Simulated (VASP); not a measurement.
# SiO2 (P6_322) in VASP: further runs, part 2 of 2

VASP 6.6.1. Earlier steps stand in the parts before.

### 3 Electric field gradients, r2SCAN

POSCAR

```
SiO2
1.0
    5.0690738885      0.0000000000      0.0000000000
   -2.5345369442      4.3899467611      0.0000000000
    0.0000000000      0.0000000000      8.5584885400
Si O
4 8
Direct
    0.6666666667      0.3333333333      0.9371258000
    0.6666666667      0.3333333333      0.5628742000
    0.3333333333      0.6666666667      0.0628742000
    0.3333333333      0.6666666667      0.4371258000
    0.0000000000      0.4212587450      0.0000000000
    0.4212587450      0.4212587450      0.5000000000
    0.5787412550      0.0000000000      0.5000000000
    0.5787412550      0.5787412550      0.0000000000
    0.0000000000      0.5787412550      0.5000000000
    0.6666666667      0.3333333333      0.7500000000
    0.3333333333      0.6666666667      0.2500000000
    0.4212587450      0.0000000000      0.0000000000
```

INCAR.step1

```
  PREC = Accurate
  ENCUT = 520
  ISMEAR = -1
  SIGMA = 0.02
  LREAL = F
  LASPH = T
  NELM = 80
  NBANDS = 44
  GGA = PE
  ALGO = Normal
  EDIFF = 1E-4
  LWAVE = T
  LCHARG = F
```

INCAR.step2

```
  PREC = Accurate
  ENCUT = 520
  EDIFF = 1E-8
  ISMEAR = -1
  SIGMA = 0.02
  LREAL = F
  LASPH = T
  NELM = 80
  ALGO = Normal
  ISIF = 2
  LWAVE = F
  LCHARG = F
  METAGGA = R2SCAN
  LMIXTAU = T
  LEFG = T
  NBANDS = 44
  ISTART = 1
```

KPOINTS

```
regular mesh
0
Gamma
  6 6 3
```

Potentials or basis: VASP PAW PBE potentials, release 64 (Si, O).

Run with:

```console
$ cat potpaw_PBE.64/Si/POTCAR potpaw_PBE.64/O/POTCAR > POTCAR
$ cp INCAR.step1 INCAR
$ mpirun -np 1 vasp_std > vasp.out
$ cp INCAR.step2 INCAR
$ mpirun -np 1 vasp_std > vasp.out
```

OUTCAR:

```text
PREC = Accurate
   ENCUT = 520
   EDIFF = 1E-8
   ISMEAR = -1
   LREAL = F
   LASPH = T
   NELM = 80
   ISIF = 2
   METAGGA = R2SCAN
   ISTART = 1

 ion  position               nearest neighbor table
   1  0.667  0.333  0.937-  10 1.60   5 1.61  12 1.61   8 1.61   3 3.12   3 3.12   3 3.12
   2  0.667  0.333  0.563-  10 1.60   7 1.61   9 1.61   6 1.61   4 3.12   4 3.12   4 3.12
   3  0.333  0.667  0.063-  11 1.60  12 1.61   5 1.61   8 1.61   1 3.12   1 3.12   1 3.12
   4  0.333  0.667  0.437-  11 1.60   9 1.61   7 1.61   6 1.61   2 3.12   2 3.12   2 3.12
   5  0.000  0.421  0.000-   1 1.61   3 1.61
   6  0.421  0.421  0.500-   4 1.61   2 1.61
   7  0.579  0.000  0.500-   2 1.61   4 1.61
   8  0.579  0.579  0.000-   1 1.61   3 1.61
   9  0.000  0.579  0.500-   4 1.61   2 1.61
  10  0.667  0.333  0.750-   1 1.60   2 1.60
  11  0.333  0.667  0.250-   3 1.60   4 1.60
  12  0.421  0.000  0.000-   3 1.61   1 1.61

  LATTYP: Found a hexagonal cell.
 ALAT       =     5.0690738885
 C/A-ratio  =     1.6883732075

  Lattice vectors:

 A1 = (   5.0690738885,   0.0000000000,   0.0000000000)
 A2 = (  -2.5345369442,   4.3899467611,   0.0000000000)
 A3 = (   0.0000000000,   0.0000000000,   8.5584885400)

Analysis of symmetry for initial positions (statically):
=====================================================================
 Subroutine PRICEL returns:
 Original cell was already a primitive cell.

 Routine SETGRP: Setting up the symmetry group for a
 hexagonal supercell.

 Subroutine GETGRP returns: Found 12 space group operations
 (whereof  6 operations were pure point group operations)
 out of a pool of 24 trial point group operations.

The static configuration has the point symmetry D_3 .
 The point group associated with its full space group is D_6 .

Analysis of symmetry for dynamics (positions and initial velocities):
=====================================================================
 Subroutine PRICEL returns:
 Original cell was already a primitive cell.

 Routine SETGRP: Setting up the symmetry group for a
 hexagonal supercell.

 Subroutine GETGRP returns: Found 12 space group operations
 (whereof  6 operations were pure point group operations)
 out of a pool of 24 trial point group operations.

The dynamic configuration has the point symmetry D_3 .
 The point group associated with its full space group is D_6 .

 Subroutine INISYM returns: Found 12 space group operations
 (whereof  6 operations are pure point group operations),
 and found     1 'primitive' translations

----------------------------------------------------------------------------------------

                                     Primitive cell

  volume of cell :     190.4517

  direct lattice vectors                    reciprocal lattice vectors
[... 144 lines left out ...]
 E-fermi :  -0.4988     XC(G=0):  -8.2121

 val. band max:       -0.9813626820   @ k =   0.5000  -0.0000   0.0000
 cond. band min:       5.2192374635   @ k =   0.0000   0.0000   0.0000
 fundamental gap:      6.2006001455
 Fermi energy:        -0.4987566418

 k-point     1 :       0.0000    0.0000    0.0000
  band No.  band energies     occupation
      1     -21.4049      2.00000
      2     -20.9985      2.00000
      3     -20.0154      2.00000
      4     -19.3857      2.00000
      5     -19.3700      2.00000
      6     -19.3700      2.00000
[... 647 lines left out ...]
     43      10.9653      0.00000
     44      11.1780      0.00000

------------------------ aborting loop because EDIFF is reached ----------------------------------------

  FORCE on cell =-STRESS in cart. coord.  units (eV):
  Direction    XX          YY          ZZ          XY          YZ          ZX
  --------------------------------------------------------------------------------------
  -------------------------------------------------------------------------------------
  Total        0.1977805      0.1977805      0.2788026      0.0000000      0.0000000      0.0000000
  in kB        1.6638309      1.6638309      2.3454300      0.0000000      0.0000000      0.0000000
  external PRESSURE =       1.8910306 kB  Pullay stress =       0.0000000 kB

 VOLUME and BASIS-vectors are now :
 -----------------------------------------------------------------------------
  energy-cutoff  :      520.00
  volume of cell :      190.45
      direct lattice vectors                 reciprocal lattice vectors
     5.069073889  0.000000000  0.000000000     0.197274694  0.113896598  0.000000000
    -2.534536944  4.389946761  0.000000000     0.000000000  0.227793195  0.000000000
     0.000000000  0.000000000  8.558488540     0.000000000  0.000000000  0.116843061

 POSITION                                       TOTAL-FORCE (eV/Angst)
 -----------------------------------------------------------------------------------
      2.53454      1.46332      8.02038         0.000000     -0.000000      0.005075
      2.53454      1.46332      4.81735         0.000000     -0.000000     -0.005075
     -0.00000      2.92663      0.53811         0.000000     -0.000000     -0.005075
     -0.00000      2.92663      3.74114         0.000000     -0.000000      0.005075
     -1.06770      1.84930      0.00000         0.014691     -0.025446      0.000000
      1.06770      1.84930      4.27924        -0.014691     -0.025446      0.000000
      2.93368      0.00000      4.27924         0.029383     -0.000000      0.000000
      1.46684      2.54064      0.00000         0.014691      0.025446      0.000000
     -1.46684      2.54064      4.27924        -0.014691      0.025446      0.000000
      2.53454      1.46332      6.41887         0.000000     -0.000000      0.000000
     -0.00000      2.92663      2.13962         0.000000     -0.000000      0.000000
      2.13539      0.00000      0.00000        -0.029383     -0.000000      0.000000
 -----------------------------------------------------------------------------------
    total drift:                               -0.000001      0.000000      0.000000

  FREE ENERGIE OF THE ION-ELECTRON SYSTEM (eV)
  ---------------------------------------------------
  free  energy   TOTEN  =      -119.1154399383 eV

  energy  without entropy=     -119.1154399383  energy(sigma->0) =     -119.11543994

 Electric field gradients (V/A^2)
---------------------------------------------------------------------
 ion       V_xx      V_yy      V_zz      V_xy      V_xz      V_yz
---------------------------------------------------------------------
   1       0.318     0.317    -0.635    -0.000    -0.000    -0.000
   2       0.318     0.318    -0.635    -0.000     0.000    -0.000
   3       0.318     0.318    -0.635    -0.000    -0.000     0.000
   4       0.318     0.317    -0.635    -0.000     0.000     0.000
   5      44.803   -11.135   -33.668    48.446    39.509    22.811
   6      44.802   -11.136   -33.667   -48.444    39.509   -22.811
   7     -39.106    72.774   -33.668     0.001     0.000    45.621
   8      44.802   -11.136   -33.667   -48.444   -39.509    22.811
   9      44.803   -11.135   -33.668    48.446   -39.509   -22.811
  10     -47.438   -47.438    94.876    -0.001    -0.000    -0.000
  11     -47.438   -47.438    94.876    -0.001     0.000     0.000
  12     -39.106    72.774   -33.668     0.001    -0.000   -45.621
---------------------------------------------------------------------

 Electric field gradients after diagonalization (V/A^2)
 (convention: |V_zz| > |V_xx| > |V_yy|)
----------------------------------------------------------------------
 ion       V_xx      V_yy      V_zz     asymmetry (V_yy - V_xx)/ V_zz
----------------------------------------------------------------------
   1       0.318     0.317    -0.635       0.000
   2       0.318     0.317    -0.635       0.000
   3       0.318     0.317    -0.635       0.000
   4       0.318     0.317    -0.635       0.000
   5     -50.545   -39.106    89.651       0.128
   6     -50.544   -39.105    89.649       0.128
   7     -50.545   -39.106    89.651       0.128
   8     -50.544   -39.105    89.649       0.128
   9     -50.545   -39.106    89.651       0.128
  10     -47.439   -47.437    94.876       0.000
  11     -47.439   -47.437    94.876       0.000
  12     -50.545   -39.106    89.651       0.128
----------------------------------------------------------------------

           NMR quadrupolar parameters

 Cq : quadrupolar parameter    Cq=e*Q*V_zz/h
 eta: asymmetry parameters     (V_yy - V_xx)/ V_zz
 Q  : nuclear electric quadrupole moment in mb (millibarn)
----------------------------------------------------------------------
 ion       Cq(MHz)       eta       Q (mb)
----------------------------------------------------------------------
   1      -0.002       0.000       1.000
   2      -0.002       0.000       1.000
   3      -0.002       0.000       1.000
   4      -0.002       0.000       1.000
   5       0.217       0.128       1.000
   6       0.217       0.128       1.000
   7       0.217       0.128       1.000
   8       0.217       0.128       1.000
   9       0.217       0.128       1.000
  10       0.229       0.000       1.000
  11       0.229       0.000       1.000
  12       0.217       0.128       1.000
----------------------------------------------------------------------
```

Wall time 17 min (1 thread of Intel Xeon 8259CL, shared host); peak memory 0.39 GiB.

What came out:

| Item | Value |
| --- | --- |
| Free energy | -119.1154 eV |
| Pressure | 0.2 GPa |
| Largest force | 0.029 eV/Å |
| Band gap on the k mesh | 6.20 eV, indirect (least direct gap 6.22 eV) |

Forces on the atoms (eV/Å):
```
Si   0.000  0.000  0.005
Si   0.000  0.000 -0.005
Si   0.000  0.000 -0.005
Si   0.000  0.000  0.005
O    0.015 -0.025  0.000
O   -0.015 -0.025  0.000
O    0.029  0.000  0.000
O    0.015  0.025  0.000
O   -0.015  0.025  0.000
O    0.000  0.000  0.000
O    0.000  0.000  0.000
O   -0.029  0.000  0.000
```

Electric field gradients, principal values (V/Å²):
```
atom    least   middle  greatest (by size)
1 Si    0.317    0.318              -0.635
2 Si    0.317    0.318              -0.635
3 Si    0.317    0.318              -0.635
4 Si    0.317    0.318              -0.635
 5 O  -39.106  -50.545              89.651
 6 O  -39.105  -50.544              89.649
 7 O  -39.106  -50.545              89.651
 8 O  -39.105  -50.544              89.649
 9 O  -39.106  -50.545              89.651
10 O  -47.437  -47.439              94.876
11 O  -47.437  -47.439              94.876
12 O  -39.106  -50.545              89.651
```

Caveat: without QUAD_EFG the Cq values of the log hold for a quadrupole moment of 1 mb, not for the nuclei; the PAW data sets were made with another functional, which shifts forces and pressure a little.

### 4 Electric field gradients, PBE

INCAR

```
SYSTEM = SiO2
PREC = Accurate ; ENCUT = 520
EDIFF = 1E-8 ; ISMEAR = -1
SIGMA = 0.02 ; LREAL = .FALSE.
LASPH = .TRUE. ; NELM = 60
ALGO = Normal ; ISIF = 2
LWAVE = .FALSE. ; LCHARG = .FALSE.
GGA = PE ; LEFG = .TRUE.
NBANDS = 44
```

KPOINTS

```
regular mesh
0
G
  6 6 3
  0 0 0
```

POSCAR is that of step 3.

Potentials or basis: VASP PAW PBE potentials, release 64 (Si, O).

Run with:

```console
$ cat potpaw_PBE.64/Si/POTCAR potpaw_PBE.64/O/POTCAR > POTCAR
$ mpirun -np 1 vasp_std > vasp.out
```

OUTCAR:

```text
SYSTEM = SiO2
   PREC = Accurate
   ENCUT = 520
   EDIFF = 1E-8
   ISMEAR = -1
   LREAL = .FALSE.
   LASPH = .TRUE.
   NELM = 60
   ISIF = 2
   GGA = PE

 ion  position               nearest neighbor table
   1  0.667  0.333  0.937-  10 1.60   5 1.61  12 1.61   8 1.61   3 3.12   3 3.12   3 3.12
   2  0.667  0.333  0.563-  10 1.60   7 1.61   9 1.61   6 1.61   4 3.12   4 3.12   4 3.12
   3  0.333  0.667  0.063-  11 1.60  12 1.61   5 1.61   8 1.61   1 3.12   1 3.12   1 3.12
   4  0.333  0.667  0.437-  11 1.60   9 1.61   7 1.61   6 1.61   2 3.12   2 3.12   2 3.12
   5  0.000  0.421  0.000-   1 1.61   3 1.61
   6  0.421  0.421  0.500-   4 1.61   2 1.61
   7  0.579  0.000  0.500-   2 1.61   4 1.61
   8  0.579  0.579  0.000-   1 1.61   3 1.61
   9  0.000  0.579  0.500-   4 1.61   2 1.61
  10  0.667  0.333  0.750-   1 1.60   2 1.60
  11  0.333  0.667  0.250-   3 1.60   4 1.60
  12  0.421  0.000  0.000-   3 1.61   1 1.61
[... 925 lines left out ...]
----------------------------------------------------------------------
   1       0.343     0.343    -0.686       0.000
   2       0.343     0.343    -0.686       0.000
   3       0.343     0.343    -0.686       0.000
   4       0.343     0.343    -0.686       0.000
   5     -51.690   -39.880    91.569       0.129
   6     -51.689   -39.879    91.568       0.129
   7     -51.690   -39.880    91.569       0.129
   8     -51.689   -39.879    91.568       0.129
   9     -51.690   -39.880    91.569       0.129
  10     -48.446   -48.444    96.890       0.000
  11     -48.446   -48.444    96.890       0.000
  12     -51.690   -39.880    91.569       0.129
----------------------------------------------------------------------

           NMR quadrupolar parameters

 Cq : quadrupolar parameter    Cq=e*Q*V_zz/h
 eta: asymmetry parameters     (V_yy - V_xx)/ V_zz
 Q  : nuclear electric quadrupole moment in mb (millibarn)
----------------------------------------------------------------------
 ion       Cq(MHz)       eta       Q (mb)
----------------------------------------------------------------------
   1      -0.002       0.000       1.000
   2      -0.002       0.000       1.000
   3      -0.002       0.000       1.000
   4      -0.002       0.000       1.000
   5       0.221       0.129       1.000
   6       0.221       0.129       1.000
   7       0.221       0.129       1.000
   8       0.221       0.129       1.000
   9       0.221       0.129       1.000
  10       0.234       0.000       1.000
  11       0.234       0.000       1.000
  12       0.221       0.129       1.000
----------------------------------------------------------------------
```

OSZICAR:

```text
N       E                     dE             d eps       ncg     rms          rms(c)
DAV:   1     0.434095102354E+03    0.43410E+03   -0.32287E+04  1232   0.131E+03
DAV:   2    -0.714318187578E+02   -0.50553E+03   -0.49060E+03  1548   0.313E+02
DAV:   3    -0.107838615933E+03   -0.36407E+02   -0.36232E+02  1536   0.901E+01
DAV:   4    -0.108352199562E+03   -0.51358E+00   -0.51277E+00  1512   0.118E+01
DAV:   5    -0.108361818235E+03   -0.96187E-02   -0.96109E-02  1504   0.157E+00    0.300E+01
DAV:   6    -0.949152267013E+02    0.13447E+02   -0.51590E+01  1404   0.328E+01    0.140E+01
DAV:   7    -0.948837362590E+02    0.31490E-01   -0.15440E+00  1480   0.504E+00    0.508E+00
DAV:   8    -0.948553842777E+02    0.28352E-01   -0.82731E-02  1504   0.171E+00    0.201E+00
DAV:   9    -0.948602963966E+02   -0.49121E-02   -0.48528E-02  1432   0.122E+00    0.363E-01
DAV:  10    -0.948640924619E+02   -0.37961E-02   -0.44752E-03  1344   0.312E-01    0.117E-01
DAV:  11    -0.948639983428E+02    0.94119E-04   -0.13266E-03  1360   0.187E-01    0.293E-02
DAV:  12    -0.948640014838E+02   -0.31409E-05   -0.43479E-05  1472   0.375E-02    0.203E-02
DAV:  13    -0.948639999601E+02    0.15236E-05   -0.55382E-06  1360   0.131E-02    0.359E-03
DAV:  14    -0.948640000114E+02   -0.51239E-07   -0.28617E-07  1448   0.299E-03    0.127E-03
DAV:  15    -0.948640000034E+02    0.80308E-08   -0.27797E-08  1128   0.103E-03
   1 F= -.94864000E+02 E0= -.94864000E+02  d E =-.472163E-12
```

stdout:

```text
POSCAR found type information on POSCAR SiO
 POSCAR found :  2 types and      12 ions
 scaLAPACK will be used
 LDA part: xc-table for (Slater+PW92), standard interpolation
 POSCAR, INCAR and KPOINTS ok, starting setup
 FFT: planning ... GRIDC
 FFT: planning ... GRID_SOFT
 FFT: planning ... GRID
 WAVECAR not read
 entering main loop
ion   1

ion   2

ion   3

ion   4

ion   5
     0.0000293   -10.6648349    -5.0808690     6.4519526    -8.8003232    -6.1573453
     0.0000403   -10.6648348    -5.0808689     6.4519525    -8.8003231    -6.1573452
     0.0000555   -10.6648346    -5.0808688     6.4519524    -8.8003230    -6.1573451
     0.0000765   -10.6648343    -5.0808687     6.4519522    -8.8003227    -6.1573449

     0.0000293   -39.5319461   -18.7272001    23.7677177   -32.4364621   -22.8237797
     0.0000403   -39.5319388   -18.7271967    23.7677133   -32.4364561   -22.8237755
     0.0000555   -39.5319263   -18.7271908    23.7677058   -32.4364459   -22.8237683
     0.0000765   -39.5319053   -18.7271808    23.7676932   -32.4364287   -22.8237561
[... 25 lines left out ...]
ion   9
     0.0000293   -10.6648349     5.0808690     6.4519526     8.8003232    -6.1573453
     0.0000403   -10.6648348     5.0808689     6.4519525     8.8003231    -6.1573452
     0.0000555   -10.6648346     5.0808688     6.4519524     8.8003230    -6.1573451
     0.0000765   -10.6648343     5.0808687     6.4519522     8.8003227    -6.1573449

     0.0000293   -39.5319461    18.7272001    23.7677177    32.4364621   -22.8237797
     0.0000403   -39.5319388    18.7271967    23.7677133    32.4364561   -22.8237755
     0.0000555   -39.5319263    18.7271908    23.7677058    32.4364459   -22.8237683
     0.0000765   -39.5319053    18.7271808    23.7676932    32.4364287   -22.8237561

ion  10

ion  11

ion  12
```

It took 2.7 min on 1 thread of AMD EPYC 7R43 (Zen 3), shared host; peak memory 0.29 GiB.

What came out:

| Item | Value |
| --- | --- |
| Free energy | -94.8640 eV |
| Pressure | 4.2 GPa |
| Largest force | 0.248 eV/Å |
| Band gap on the k mesh | 5.61 eV, indirect (least direct gap 5.63 eV) |

Forces on the atoms (eV/Å):
```
Si   0.000  0.000  0.014
Si   0.000  0.000 -0.014
Si   0.000  0.000 -0.014
Si   0.000  0.000  0.014
O    0.124 -0.215  0.000
O   -0.124 -0.215  0.000
O    0.248  0.000  0.000
O    0.124  0.215  0.000
O   -0.124  0.215  0.000
O    0.000  0.000  0.000
O    0.000  0.000  0.000
O   -0.248  0.000  0.000
```

Levels at points of the mesh, in eV from the valence-band top:
| k point | band 28 | band 29 | band 30 | band 31 | band 32 | band 33 | band 34 | band 35 | band 36 | band 37 |
| --- | --- | --- | --- | --- | --- | --- | --- | --- | --- | --- |
| (0.00, 0.00, 0.00) | -0.81 | -0.67 | -0.62 | -0.02 | -0.02 | 5.61 | 7.86 | 8.32 | 8.88 | 9.38 |
| (0.50, 0.00, 0.00) | -1.18 | -0.91 | -0.73 | -0.61 | 0.00 | 7.86 | 8.29 | 8.86 | 9.29 | 9.32 |

Electric field gradients, principal values (V/Å²):
| atom | least | middle | greatest (by size) |
| --- | --- | --- | --- |
| 1 Si | 0.343 | 0.343 | -0.686 |
| 2 Si | 0.343 | 0.343 | -0.686 |
| 3 Si | 0.343 | 0.343 | -0.686 |
| 4 Si | 0.343 | 0.343 | -0.686 |
| 5 O | -39.880 | -51.690 | 91.569 |
| 6 O | -39.879 | -51.689 | 91.568 |
| 7 O | -39.880 | -51.690 | 91.569 |
| 8 O | -39.879 | -51.689 | 91.568 |
| 9 O | -39.880 | -51.690 | 91.569 |
| 10 O | -48.444 | -48.446 | 96.890 |
| 11 O | -48.444 | -48.446 | 96.890 |
| 12 O | -39.880 | -51.690 | 91.569 |

Caveat: without QUAD_EFG the Cq values of the log hold for a quadrupole moment of 1 mb, not for the nuclei. A k mesh can miss the band edges.
